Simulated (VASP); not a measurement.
# KCl (I4/mmm) in VASP: notebook

The runs below take KCl through single point, with PBE.

Everything below comes from runs of VASP 6.6.1. Logs are shortened: lines on timing, memory, paths and dates and some standing lists are left out, and cuts for length are marked.

## (1) The cell of the first run

It takes space group I4/mmm (No. 139, tetragonal). Conventional cell: a = 4.196 Å, b = 4.196 Å, c = 6.312 Å, α = 90.00°, β = 90.00°, γ = 90.00°. Within 3.9 Å of K (site symmetry 4/mmm) lie 6 Cl at 2.97 to 3.16 Å. Within 3.9 Å of Cl (site symmetry 4/mmm) lie 6 K at 2.97 to 3.16 Å.

## (2) Single point, PBE (strain -0.0600 x Voigt [1, 1, 0, 0, 0, 0])

The input, INCAR:

```
ALGO = Normal ; EDIFF = 1E-6
ENCUT = 520 ; GGA = PE
ISIF = 2 ; ISMEAR = 0
LASPH = True ; LCHARG = False
LREAL = False ; LWAVE = False
NBANDS = 15 ; NELM = 100
PREC = Accurate ; SIGMA = 0.05
```

The input, KPOINTS:

```
k-points
0
Gamma
  6 6 6
```

The input, POSCAR:

```
KCl
1.0
    0.0000000000      2.9667340000      3.1561000000
    2.9667340000      0.0000000000      3.1561000000
    2.9667340000      2.9667340000      0.0000000000
K Cl
1 1
Direct
    0.0000000000      0.0000000000      0.0000000000
    0.5000000000      0.5000000000      0.5000000000
```

Potentials or basis: VASP PAW PBE potentials, release 64 (K_sv, Cl).

Started as:

```bash
$ cat potpaw_PBE.64/K_sv/POTCAR potpaw_PBE.64/Cl/POTCAR > POTCAR
$ mpirun -np 1 vasp_std > vasp.out
```

OUTCAR:

```text
EDIFF = 1E-6
   ENCUT = 520
   GGA = PE
   ISIF = 2
   ISMEAR = 0
   LASPH = True
   LREAL = False
   NELM = 100
   PREC = Accurate

 ion  position               nearest neighbor table
   1  0.000  0.000  0.000-   2 2.97   2 2.97   2 2.97   2 2.97   2 3.16   2 3.16
   2  0.500  0.500  0.500-   1 2.97   1 2.97   1 2.97   1 2.97   1 3.16   1 3.16

  LATTYP: Found a body centered tetragonal cell.
 ALAT       =     4.1955954588
 C/A-ratio  =     1.5044825132

  Lattice vectors:

 A1 = (  -2.9667340000,   0.0000000000,   3.1561000000)
 A2 = (   2.9667340000,   0.0000000000,   3.1561000000)
 A3 = (   0.0000000000,   2.9667340000,  -3.1561000000)

Analysis of symmetry for initial positions (statically):
=====================================================================
 Subroutine PRICEL returns:
 Original cell was already a primitive cell.

 Routine SETGRP: Setting up the symmetry group for a
 body centered tetragonal supercell.

 Subroutine GETGRP returns: Found 16 space group operations
 (whereof 16 operations were pure point group operations)
 out of a pool of 16 trial point group operations.

The static configuration has the point symmetry D_4h.

Analysis of symmetry for dynamics (positions and initial velocities):
=====================================================================
 Subroutine PRICEL returns:
 Original cell was already a primitive cell.

 Routine SETGRP: Setting up the symmetry group for a
 body centered tetragonal supercell.

 Subroutine GETGRP returns: Found 16 space group operations
 (whereof 16 operations were pure point group operations)
 out of a pool of 16 trial point group operations.

The dynamic configuration has the point symmetry D_4h.

 Subroutine INISYM returns: Found 16 space group operations
 (whereof 16 operations are pure point group operations),
 and found     1 'primitive' translations

----------------------------------------------------------------------------------------

                                     Primitive cell

  volume of cell :      55.5569

  direct lattice vectors                    reciprocal lattice vectors
     0.000000000  2.966734000  3.156100000    -0.168535501  0.168535501  0.158423371
     2.966734000  0.000000000  3.156100000     0.168535501 -0.168535501  0.158423371
     2.966734000  2.966734000  0.000000000     0.168535501  0.168535501 -0.158423371

  length of vectors
     4.331567596  4.331567596  4.195595459     0.286192932  0.286192932  0.286192932

  position of ions in fractional coordinates (direct lattice)
     0.000000000  0.000000000  0.000000000
     0.500000000  0.500000000  0.500000000

  ion indices of the primitive-cell ions
   primitive index   ion index
                 1           1
                 2           2

----------------------------------------------------------------------------------------

 KPOINTS: k-points

Automatic generation of k-mesh.
 Grid dimensions read from file:
 generate k-points for:    6    6    6

 Generating k-lattice:

  Cartesian coordinates                     Fractional coordinates (reciprocal lattice)
    -0.028089250  0.028089250  0.026403895     0.166666667  0.000000000  0.000000000
     0.028089250 -0.028089250  0.026403895     0.000000000  0.166666667  0.000000000
     0.028089250  0.028089250 -0.026403895     0.000000000  0.000000000  0.166666667

  Length of vectors
     0.047698822  0.047698822  0.047698822

  Shift w.r.t. Gamma in fractional coordinates (k-lattice)
     0.000000000  0.000000000  0.000000000

 Subroutine IBZKPT returns following result:
 ===========================================

 Found     30 irreducible k-points:

 Following reciprocal coordinates:
            Coordinates               Weight
  0.000000  0.000000  0.000000      1.000000
  0.166667  0.000000  0.000000      8.000000
  0.333333 -0.000000  0.000000      8.000000
  0.500000  0.000000  0.000000      4.000000
  0.166667  0.166667  0.000000      2.000000
  0.333333  0.166667  0.000000      8.000000
[... 16 lines left out ...]
  0.333333  0.000000  0.333333      4.000000
  0.500000  0.000000  0.333333     16.000000
 [... further k-points ...]
   k-points           NKPTS =     30   k-points in BZ     NKDIM =     30   number of bands    NBANDS=     15
   number of dos      NEDOS =    301   number of ions     NIONS =      2
   total plane-waves  NPLWV =  32768
   dimension x,y,z NGX =    32 NGY =   32 NGZ =   32
   dimension x,y,z NGXF=    64 NGYF=   64 NGZF=   64
   ions per type =               1   1
   NGX,Y,Z   is equivalent  to a cutoff of  12.28, 12.28, 12.68 a.u.
   NGXF,Y,Z  is equivalent  to a cutoff of  24.56, 24.56, 25.36 a.u.
 SYSTEM =  unknown system
   PREC   = accura    normal or accurate (medium, high low for compatibility)
   ISTART =      0    job   : 0-new  1-cont  2-samecut
   ICHARG =      2    charge: 1-file 2-atom 10-const
   ISPIN  =      1    spin polarized calculation?
   LNONCOLLINEAR =      F non collinear calculations
   LSORBIT =      F    spin-orbit coupling
   LASPH  =      T    aspherical Exc in radial PAW
   ENCUT  =  520.0 eV  38.22 Ry    6.18 a.u.   8.05  8.05  7.80*2*pi/ulx,y,z
   NELM   =    100;   NELMIN=  2; NELMDL= -5     # of ELM steps
   EDIFF  = 0.1E-05   stopping-criterion for ELM
   LREAL  =      F    real-space projection
   EDIFFG = 0.1E-04   stopping-criterion for IOM
   NSW    =      0    number of steps for IOM
   IBRION =     -1    ionic relax: 0-MD 1-quasi-New 2-CG
   NFREE  =      0    steps in history (QN), initial steepest desc. (CG)
   ISIF   =      2    stress and relaxation
   ISYM   =      2    0-nonsym 1-usesym 2-fastsym
   POTIM  = 0.5000    time-step for ionic-motion
   TEBEG  =    0.0;   TEEND  =   0.0 temperature during run
   PSTRESS=    0.0 pullay stress
   NELECT =      16.0000    total number of electrons
   NUPDOWN=      -1.0000    fix difference up-down
   EMIN   =  10.00;   EMAX   =-10.00  energy-range for DOS
   EFERMI =   0.00;   METHOD = LEGACY
   ISMEAR =     0;   SIGMA  =   0.05  broadening in eV -4-tet -1-fermi 0-gaus
   EFERMI_NEDOS =   21; number of points for ismear=-14 and -15
   IALGO  =     38    algorithm
   IMIX   =      4    mixing-type and parameters
     AMIX     =   0.40;   BMIX     =  1.00
     AMIX_MAG =   1.60;   BMIX_MAG =  1.00
  volume/ion in A,a.u.               =      27.78       187.46
  Fermi-wavevector in a.u.,A,eV,Ry     =   1.081107  2.042997 15.902397  1.168793
  Thomas-Fermi vector in A             =   2.217115
   LORBIT       =      0    0 simple, 1 ext, 2 COOP (PROOUT), +10 PAW based schemes
   GGA     = PE    functional components
   LHFCALC =     F    Hartree Fock is set to
   AEXX    =    0.0000 exact exchange contribution
   IVDW    =     0    specifies the selected vdW correction
   LEPSILON=     F    determine dielectric tensor
   LRPA    =     F    only Hartree local field effects (RPA)
 non-spin polarized calculation
 Gauss-broadening in eV      SIGMA  =   0.05
  energy-cutoff  :      520.00
  volume of cell :       55.56
 maximum number of plane-waves:      1518
   NGX = 17   NGY = 17   NGZ = 15

 number of electron      15.9999999 magnetization

 Free energy of the ion-electron system (eV)
  ---------------------------------------------------
  ext. energy  EPLUGINS =         0.00000000
  ---------------------------------------------------
  free energy    TOTEN  =        -6.68428182 eV

  energy without entropy =       -6.68428182  energy(sigma->0) =       -6.68428182

 E-fermi :  -1.0846     XC(G=0):  -8.0143

 val. band max:       -1.3124815841   @ k =   0.0000   0.0000   0.0000
 cond. band min:       4.2415562659   @ k =   0.0000   0.0000   0.0000
 fundamental gap:      5.5540378499
 Fermi energy:        -1.0845927993

 k-point     1 :       0.0000    0.0000    0.0000
  band No.  band energies     occupation
      1     -28.2712      2.00000
      2     -13.6078      2.00000
      3     -11.7388      2.00000
      4     -11.7388      2.00000
      5     -11.7318      2.00000
      6      -1.3893      2.00000
      7      -1.3125      2.00000
      8      -1.3125      2.00000
      9       4.2416      0.00000
     10       6.7961      0.00000
     11       7.2304      0.00000
     12       7.2304      0.00000
     13       7.9124      0.00000
     14       8.1670      0.00000
     15      12.0624      0.00000

 k-point     2 :       0.1667    0.0000    0.0000
  band No.  band energies     occupation
      1     -28.2662      2.00000
      2     -13.6811      2.00000
      3     -11.7401      2.00000
      4     -11.7378      2.00000
      5     -11.6433      2.00000
      6      -1.7196      2.00000
      7      -1.4758      2.00000
      8      -1.4357      2.00000
      9       4.9344      0.00000
     10       6.9031      0.00000
     11       7.3779      0.00000
     12       7.6011      0.00000
     13       8.3564      0.00000
     14       8.6405      0.00000
     15      13.0862      0.00000

 k-point     3 :       0.3333   -0.0000    0.0000
  band No.  band energies     occupation
      1     -28.2564      2.00000
      2     -13.8113      2.00000
      3     -11.7546      2.00000
      4     -11.7358      2.00000
      5     -11.4688      2.00000
      6      -2.3454      2.00000
      7      -1.6845      2.00000
      8      -1.6657      2.00000
      9       6.1376      0.00000
     10       7.1981      0.00000
     11       8.4322      0.00000
     12       8.6184      0.00000
     13       9.4588      0.00000
     14       9.8371      0.00000
     15      12.0597      0.00000
[... 343 lines left out ...]
 k-point    23 :       0.3333    0.0000    0.3333
  band No.  band energies     occupation
      1     -28.2506      2.00000
      2     -13.6413      2.00000
      3     -11.8253      2.00000
      4     -11.7875      2.00000
      5     -11.6981      2.00000
      6      -2.1784      2.00000
      7      -1.5902      2.00000
      8      -1.5478      2.00000
      9       5.4273      0.00000
     10       6.4856      0.00000
     11       8.8440      0.00000
     12       9.8044      0.00000
     13       9.9551      0.00000
     14      10.1849      0.00000
     15      11.2163      0.00000

 k-point    24 :       0.5000    0.0000    0.3333
  band No.  band energies     occupation
      1     -28.2459      2.00000
      2     -13.5928      2.00000
      3     -11.8864      2.00000
      4     -11.8064      2.00000
      5     -11.7330      2.00000
      6      -2.0787      2.00000
      7      -1.7622      2.00000
      8      -1.6537      2.00000
      9       5.5509      0.00000
     10       7.5357      0.00000
     11       9.0923      0.00000
     12       9.4685      0.00000
     13       9.8924      0.00000
     14      10.4131      0.00000
     15      11.1861      0.00000

 [... further k-points ...]

------------------------ aborting loop because EDIFF is reached ----------------------------------------

  FORCE on cell =-STRESS in cart. coord.  units (eV):
  Direction    XX          YY          ZZ          XY          YZ          ZX
  --------------------------------------------------------------------------------------
  -------------------------------------------------------------------------------------
  Total        1.8533630      1.8533630      0.5343007      0.0000000      0.0000000      0.0000000
  in kB       53.4482010     53.4482010     15.4084294      0.0000000      0.0000000      0.0000000
  external PRESSURE =      40.7682772 kB  Pullay stress =       0.0000000 kB

 VOLUME and BASIS-vectors are now :
 -----------------------------------------------------------------------------
  energy-cutoff  :      520.00
  volume of cell :       55.56
      direct lattice vectors                 reciprocal lattice vectors
     0.000000000  2.966734000  3.156100000    -0.168535501  0.168535501  0.158423371
     2.966734000  0.000000000  3.156100000     0.168535501 -0.168535501  0.158423371
     2.966734000  2.966734000  0.000000000     0.168535501  0.168535501 -0.158423371

 POSITION                                       TOTAL-FORCE (eV/Angst)
 -----------------------------------------------------------------------------------
      0.00000      0.00000      0.00000         0.000000     -0.000000      0.000000
      2.96673      2.96673      3.15610        -0.000000      0.000000      0.000000
 -----------------------------------------------------------------------------------
    total drift:                                0.000000     -0.000000     -0.000000

  FREE ENERGIE OF THE ION-ELECTRON SYSTEM (eV)
  ---------------------------------------------------
  free  energy   TOTEN  =        -6.6842818227 eV

  energy  without entropy=       -6.6842818227  energy(sigma->0) =       -6.68428182
```

Run time: 15 s. Hardware: 1 thread of Intel Xeon 6975P-C, shared host; peak memory 0.18 GiB.

Results:

- Free energy: -6.6843 eV
- Pressure: 4.1 GPa
- Band gap on the k mesh: 5.55 eV, direct

Levels at points of the mesh, in eV from the valence-band top:
| k point | band 4 | band 5 | band 6 | band 7 | band 8 | band 9 | band 10 | band 11 | band 12 | band 13 |
| --- | --- | --- | --- | --- | --- | --- | --- | --- | --- | --- |
| (0.00, 0.00, 0.00) | -10.43 | -10.42 | -0.08 | 0.00 | 0.00 | 5.55 | 8.11 | 8.54 | 8.54 | 9.22 |
| (0.50, 0.00, 0.00) | -10.42 | -10.07 | -1.30 | -0.47 | -0.46 | 7.89 | 9.00 | 10.86 | 10.92 | 11.56 |
| (0.50, 0.50, 0.00) | -10.50 | -10.50 | -0.84 | -0.20 | -0.20 | 6.44 | 8.86 | 10.32 | 10.49 | 11.08 |
| (0.50, 0.00, 0.50) | -10.54 | -10.49 | -0.70 | -0.32 | -0.28 | 6.36 | 8.85 | 10.52 | 10.85 | 11.11 |

Caveat: the cell differs from its parent crystal (strain -0.0600 x Voigt [1, 1, 0, 0, 0, 0]).

## (3) Single point, PBE (strain +0.0300 x Voigt [1, 1, 0, 0, 0, 0])

The input, INCAR:

```
SYSTEM = KCl
  ALGO = Normal
  EDIFF = 1E-6
  ENCUT = 520
  GGA = PE
  ISIF = 2
  ISMEAR = 0
  LASPH = .True.
  LCHARG = .True.
  LELF = .True.
  LREAL = .False.
  LVHAR = .True.
  LWAVE = .False.
  NBANDS = 15
  NELM = 60
  PREC = Accurate
  SIGMA = 0.05
```

The input, KPOINTS:

```
k-points
0
Gamma
  6 6 6
  0 0 0
```

The input, POSCAR:

```
KCl
1.0
    0.0000000000      3.2507830000      3.1561000000
    3.2507830000      0.0000000000      3.1561000000
    3.2507830000      3.2507830000      0.0000000000
K Cl
1 1
Direct
    0.0000000000      0.0000000000      0.0000000000
    0.5000000000      0.5000000000      0.5000000000
```

Potentials or basis: VASP PAW PBE potentials, release 64 (K_sv, Cl).

Started as:

```bash
$ cat potpaw_PBE.64/K_sv/POTCAR potpaw_PBE.64/Cl/POTCAR > POTCAR
$ mpirun -np 1 vasp_std > vasp.out
```

Run time: 29 s. Hardware: 1 thread of Intel Xeon 6975P-C, shared host; peak memory 0.21 GiB.

It converged, with:

- Free energy: -6.8061 eV
- Pressure: -0.4 GPa
- Band gap on the k mesh: 4.95 eV, direct

Stress tensor (GPa, compression positive):
```
-0.63  0.00  0.00
 0.00 -0.63  0.00
 0.00  0.00  0.20
```

Levels at points of the mesh, in eV from the valence-band top:
| k point | band 6 | band 7 | band 8 | band 9 | band 10 | band 11 |
| --- | --- | --- | --- | --- | --- | --- |
| (0.00, 0.00, 0.00) | -0.01 | -0.01 | 0.00 | 4.95 | 8.27 | 8.27 |
| (0.50, 0.00, 0.00) | -0.95 | -0.28 | -0.28 | 7.38 | 8.31 | 10.27 |
| (0.50, 0.50, 0.00) | -0.59 | -0.24 | -0.24 | 6.54 | 8.07 | 9.79 |
| (0.50, 0.00, 0.50) | -0.63 | -0.21 | -0.20 | 6.59 | 8.02 | 9.60 |

Caveat: the cell differs from its parent crystal (strain +0.0300 x Voigt [1, 1, 0, 0, 0, 0]).

(Part 1 of 3 ends here.)
